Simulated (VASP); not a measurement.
# Ge in VASP: settings compared, part 2 of 2

VASP 6.6.1.

**6. Single point, revPBE**

This run uses another cell than the first one, of 19.68 Å³/atom, 1.042 times its volume.

The input, INCAR:

```
PREC = Accurate ; ENCUT = 520
EDIFF = 1E-6 ; ISMEAR = -1
SIGMA = 0.05 ; LREAL = F
LASPH = T ; NELM = 60
ALGO = Normal ; ISIF = 2
LWAVE = F ; LCHARG = T
GGA = RE ; LELF = T
LVHAR = T ; NBANDS = 21
```

The input, KPOINTS:

```
Automatic mesh
0
Gamma
  11 11 11
```

The input, POSCAR:

```
Ge
1.0
   -2.6306836833      2.6306836833      1.4221305025
    2.6306836833     -2.6306836833      1.4221305025
    2.6306836833      2.6306836833     -1.4221305025
Ge
2
Direct
    0.5000000000      0.5000000000      0.0000000000
    0.2500000000      0.7500000000      0.5000000000
```

Potentials or basis: VASP PAW PBE potentials, release 64 (Ge_d).

Run with:

```
$ cat potpaw_PBE.64/Ge_d/POTCAR > POTCAR
$ mpirun -np 1 vasp_std > vasp.out
```

OUTCAR:

```text
PREC = Accurate
   ENCUT = 520
   EDIFF = 1E-6
   ISMEAR = -1
   LREAL = F
   LASPH = T
   NELM = 60
   ISIF = 2
   GGA = RE

 ion  position               nearest neighbor table
   1  0.500  0.500  0.000-   2 2.73   2 2.73   2 2.73   2 2.73
   2  0.250  0.750  0.500-   1 2.73   1 2.73   1 2.73   1 2.73

  LATTYP: Found a body centered tetragonal cell.
 ALAT       =     5.2613673666
 C/A-ratio  =     0.5405935010

  Lattice vectors:

 A1 = (  -2.6306836833,   2.6306836833,   1.4221305025)
 A2 = (   2.6306836833,  -2.6306836833,   1.4221305025)
 A3 = (   2.6306836833,   2.6306836833,  -1.4221305025)

Analysis of symmetry for initial positions (statically):
=====================================================================
 Subroutine PRICEL returns:
 Original cell was already a primitive cell.

 Routine SETGRP: Setting up the symmetry group for a
 body centered tetragonal supercell.

 Subroutine GETGRP returns: Found 16 space group operations
 (whereof  8 operations were pure point group operations)
 out of a pool of 16 trial point group operations.

The static configuration has the point symmetry D_2d.
 The point group associated with its full space group is D_4h.

Analysis of symmetry for dynamics (positions and initial velocities):
=====================================================================
 Subroutine PRICEL returns:
 Original cell was already a primitive cell.

 Routine SETGRP: Setting up the symmetry group for a
 body centered tetragonal supercell.

 Subroutine GETGRP returns: Found 16 space group operations
 (whereof  8 operations were pure point group operations)
 out of a pool of 16 trial point group operations.

The dynamic configuration has the point symmetry D_2d.
 The point group associated with its full space group is D_4h.

 Subroutine INISYM returns: Found 16 space group operations
 (whereof  8 operations are pure point group operations),
 and found     1 'primitive' translations

----------------------------------------------------------------------------------------

                                     Primitive cell

  volume of cell :      39.3674

  direct lattice vectors                    reciprocal lattice vectors
    -2.630683683  2.630683683  1.422130502     0.000000000  0.190064660  0.351585174
     2.630683683 -2.630683683  1.422130502     0.190064660  0.000000000  0.351585174
     2.630683683  2.630683683 -1.422130502     0.190064660  0.190064660  0.000000000

  length of vectors
     3.982894481  3.982894481  3.982894481     0.399670751  0.399670751  0.268792020

  position of ions in fractional coordinates (direct lattice)
     0.500000000  0.500000000  0.000000000
     0.250000000  0.750000000  0.500000000

  ion indices of the primitive-cell ions
   primitive index   ion index
                 1           1
                 2           2

----------------------------------------------------------------------------------------

 KPOINTS: Automatic mesh

Automatic generation of k-mesh.
 Grid dimensions read from file:
 generate k-points for:   11   11   11

 Generating k-lattice:

  Cartesian coordinates                     Fractional coordinates (reciprocal lattice)
     0.000000000  0.017278605  0.031962289     0.090909091  0.000000000  0.000000000
     0.017278605  0.000000000  0.031962289     0.000000000  0.090909091  0.000000000
     0.017278605  0.017278605  0.000000000     0.000000000  0.000000000  0.090909091

  Length of vectors
     0.036333705  0.036333705  0.024435638

  Shift w.r.t. Gamma in fractional coordinates (k-lattice)
     0.000000000  0.000000000  0.000000000

 Subroutine IBZKPT returns following result:
 ===========================================

 Found    126 irreducible k-points:

 Following reciprocal coordinates:
            Coordinates               Weight
  0.000000  0.000000  0.000000      1.000000
  0.090909 -0.000000  0.000000      8.000000
  0.181818 -0.000000  0.000000      8.000000
  0.272727 -0.000000  0.000000      8.000000
  0.363636  0.000000 -0.000000      8.000000
  0.454545  0.000000 -0.000000      8.000000
[... 16 lines left out ...]
 -0.272727  0.181818 -0.000000     16.000000
 -0.181818  0.181818  0.000000      4.000000
 [... further k-points ...]
   k-points           NKPTS =    126   k-points in BZ     NKDIM =    126   number of bands    NBANDS=     21
   number of dos      NEDOS =    301   number of ions     NIONS =      2
   total plane-waves  NPLWV =  27000
   dimension x,y,z NGX =    30 NGY =   30 NGZ =   30
   dimension x,y,z NGXF=    60 NGYF=   60 NGZF=   60
   ions per type =               2
   NGX,Y,Z   is equivalent  to a cutoff of  12.52, 12.52, 12.52 a.u.
   NGXF,Y,Z  is equivalent  to a cutoff of  25.04, 25.04, 25.04 a.u.
 SYSTEM =  unknown system
   PREC   = accura    normal or accurate (medium, high low for compatibility)
   ISTART =      0    job   : 0-new  1-cont  2-samecut
   ICHARG =      2    charge: 1-file 2-atom 10-const
   ISPIN  =      1    spin polarized calculation?
   LNONCOLLINEAR =      F non collinear calculations
   LSORBIT =      F    spin-orbit coupling
   LASPH  =      T    aspherical Exc in radial PAW
   ENCUT  =  520.0 eV  38.22 Ry    6.18 a.u.   7.41  7.41  7.41*2*pi/ulx,y,z
   NELM   =     60;   NELMIN=  2; NELMDL= -5     # of ELM steps
   EDIFF  = 0.1E-05   stopping-criterion for ELM
   LREAL  =      F    real-space projection
   EDIFFG = 0.1E-04   stopping-criterion for IOM
   NSW    =      0    number of steps for IOM
   IBRION =     -1    ionic relax: 0-MD 1-quasi-New 2-CG
   NFREE  =      0    steps in history (QN), initial steepest desc. (CG)
   ISIF   =      2    stress and relaxation
   ISYM   =      2    0-nonsym 1-usesym 2-fastsym
   POTIM  = 0.5000    time-step for ionic-motion
   TEBEG  =    0.0;   TEEND  =   0.0 temperature during run
   PSTRESS=    0.0 pullay stress
   NELECT =      28.0000    total number of electrons
   NUPDOWN=      -1.0000    fix difference up-down
   EMIN   =  10.00;   EMAX   =-10.00  energy-range for DOS
   EFERMI =   0.00;   METHOD = LEGACY
   ISMEAR =    -1;   SIGMA  =   0.05  broadening in eV -4-tet -1-fermi 0-gaus
   EFERMI_NEDOS =   21; number of points for ismear=-14 and -15
   IALGO  =     38    algorithm
   IMIX   =      4    mixing-type and parameters
     AMIX     =   0.40;   BMIX     =  1.00
     AMIX_MAG =   1.60;   BMIX_MAG =  1.00
  volume/ion in A,a.u.               =      19.68       132.83
  Fermi-wavevector in a.u.,A,eV,Ry     =   1.461331  2.761515 29.055083  2.135488
  Thomas-Fermi vector in A             =   2.577675
   LORBIT       =      0    0 simple, 1 ext, 2 COOP (PROOUT), +10 PAW based schemes
   GGA     = RE    functional components
   LHFCALC =     F    Hartree Fock is set to
   AEXX    =    0.0000 exact exchange contribution
   IVDW    =     0    specifies the selected vdW correction
   LEPSILON=     F    determine dielectric tensor
   LRPA    =     F    only Hartree local field effects (RPA)
 non-spin polarized calculation
  energy-cutoff  :      520.00
  volume of cell :       39.37
 maximum number of plane-waves:      1079
 NGX is ok and might be reduce to    30
   NGX = 15   NGY = 15   NGZ = 15

 number of electron      27.9999984 magnetization

 Free energy of the ion-electron system (eV)
  ---------------------------------------------------
  ext. energy  EPLUGINS =         0.00000000
  ---------------------------------------------------
  free energy    TOTEN  =        -7.96566600 eV

  energy without entropy =       -7.95804525  energy(sigma->0) =       -7.96185562

 E-fermi :   6.2252     XC(G=0): -10.9386

 val. band max:        6.2243860979   @ k =  -0.4545   0.0909   0.0000
 cond. band min:       6.2301820373   @ k =   0.3636   0.3636   0.0909
 fundamental gap:      0.0057959393
 Fermi energy:         6.2251755605

 k-point     1 :       0.0000    0.0000    0.0000
  band No.  band energies     occupation
      1     -18.5195      2.00000
      2     -18.4876      2.00000
      3     -18.4592      2.00000
      4     -18.4548      2.00000
      5     -18.3702      2.00000
      6     -18.3702      2.00000
[... 13 lines left out ...]
     20      17.3958      0.00000
     21      18.3714      0.00000

 k-point     2 :       0.0909   -0.0000    0.0000
  band No.  band energies     occupation
      1     -18.5169      2.00000
      2     -18.4780      2.00000
      3     -18.4514      2.00000
      4     -18.4478      2.00000
      5     -18.3771      2.00000
      6     -18.3760      2.00000
[... 520 lines left out ...]
 k-point    24 :      -0.1818    0.1818    0.0000
  band No.  band energies     occupation
      1     -18.5050      2.00000
      2     -18.4896      2.00000
      3     -18.4669      2.00000
      4     -18.4423      2.00000
      5     -18.3767      2.00000
      6     -18.3638      2.00000
[... 13 lines left out ...]
     20      18.1213      0.00000
     21      18.4734      0.00000

 [... further k-points ...]
[... 5 lines left out ...]
  --------------------------------------------------------------------------------------
  -------------------------------------------------------------------------------------
  Total       -0.0383630     -0.0383630     -0.0317577      0.0000000     -0.0000000      0.0000000
  in kB       -1.5613007     -1.5613007     -1.2924768      0.0000000     -0.0000000      0.0000000
  external PRESSURE =      -1.4716927 kB  Pullay stress =       0.0000000 kB

 VOLUME and BASIS-vectors are now :
 -----------------------------------------------------------------------------
  energy-cutoff  :      520.00
  volume of cell :       39.37
      direct lattice vectors                 reciprocal lattice vectors
    -2.630683683  2.630683683  1.422130502     0.000000000  0.190064660  0.351585174
     2.630683683 -2.630683683  1.422130502     0.190064660  0.000000000  0.351585174
     2.630683683  2.630683683 -1.422130502     0.190064660  0.190064660  0.000000000

 POSITION                                       TOTAL-FORCE (eV/Angst)
 -----------------------------------------------------------------------------------
      0.00000      0.00000      1.42213        -0.000000      0.000000     -0.000000
      2.63068      0.00000      0.71107         0.000000     -0.000000      0.000000
 -----------------------------------------------------------------------------------
    total drift:                                0.000000     -0.000000      0.000000

  FREE ENERGIE OF THE ION-ELECTRON SYSTEM (eV)
  ---------------------------------------------------
  free  energy   TOTEN  =        -7.9656659995 eV

  energy  without entropy=       -7.9580452498  energy(sigma->0) =       -7.96185562
```

Wall time 2.1 min (1 thread of AMD EPYC 7R13, shared host); peak memory 0.19 GiB.

Results:

```
Free energy            : -7.9657 eV
Pressure               : -0.1 GPa
Band gap on the k mesh : zero (band 14 reaches 7.76 eV, above the bottom of band 15 at 3.47 eV)
```

Levels at points of the mesh, in eV from the Fermi level:
```csv
k point,band 11,band 12,band 13,band 14,band 15,band 16,band 17,band 18
"(0.00, 0.00, 0.00)",-12.79,-4.27,-2.19,-2.19,3.38,7.19,7.19,7.78
```

Caveat: the PAW data sets were made with another functional, which shifts forces and pressure a little.

**7. Summary**

| level | cell | gap on the mesh (eV) | pressure (GPa) |
| --- | --- | --- | --- |
| PBE | a = 3.926 Å, angles 97.4, 97.4, 138.0°, 2 atoms | none | 1.5 |
| PBE | a = 3.900 Å, angles 97.4, 97.4, 138.0°, 2 atoms | none | 3.2 |
| revPBE+D4 | a = 3.887 Å, angles 97.4, 97.4, 138.1°, 2 atoms | none | -0.2 |
| PBE | a = 3.959 Å, angles 97.3, 97.3, 138.2°, 2 atoms | none | -0.1 |
| revPBE | a = 3.983 Å, angles 97.3, 97.3, 138.2°, 2 atoms | none | -0.1 |

Alike in all rows: task single point; potentials or basis VASP PAW PBE potentials, release 64 (Ge_d); no spin polarisation; k mesh 11 × 11 × 11; cutoff (eV) 520; smearing fermi-dirac 0.05 eV.

Caveats: the PAW data sets were made with another functional, which shifts forces and pressure a little (some runs); pairwise dispersion overbinds metals, which lowers pressure and volume (some runs).

Absolute energies hang on the potentials; compare differences alone.
